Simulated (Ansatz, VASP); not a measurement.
## SrTiO3 in VASP and in Ansatz

```
Sr Ti O
1.0
     3.93641    0.00000    0.00000
     0.00000    3.93641    0.00000
     0.00000    0.00000    3.93641
Sr Ti O
1 1 3
Cartesian
  0.2387 0.0000 0.0000
  1.6929 1.9682 1.9682
  -0.1192 1.9682 1.9682
  1.7860 0.0000 1.9682
  1.7860 1.9682 0.0000
```

Change from the starting cell: mode 1 frozen in at -0.019 Å and mode 7 at +0.288 Å (largest displacements).

Alike in both runs: task single point; functional PBE; k mesh 8 × 8 × 8; occupations gaussian, width 0.05 eV; no spin polarisation.

```csv
,VASP,Ansatz
version,VASP 6.6.1,Ansatz 0.2.0
potentials or method,"VASP PAW PBE potentials, release 64 (Sr_sv, Ti_sv, O), cutoff 520 eV","scalar-relativistic, plane waves, PAW"
valence electrons in the cell,40,40
```

Ansatz gave:

- gap on the k mesh at the Fermi level (eV): 1.85
- least direct gap on the mesh (eV): 2.30
- pressure (GPa): 6.3
- traceless stress, the component that is largest in VASP (GPa): 0.94
- rms of the force components (eV/Å): 0.633

Task: Estimate VASP's values.

Result: gap on the k mesh at the Fermi level (eV): 1.82; least direct gap on the mesh (eV): 2.28; pressure (GPa): 7.1; traceless stress, the component that is largest in VASP (GPa): 0.98; rms of the force components (eV/Å): 0.667.

Atom by atom the forces differ by 0.039 eV/Å (rms over components). With one functional, cell and mesh, what is left measures potentials, basis and numerics.
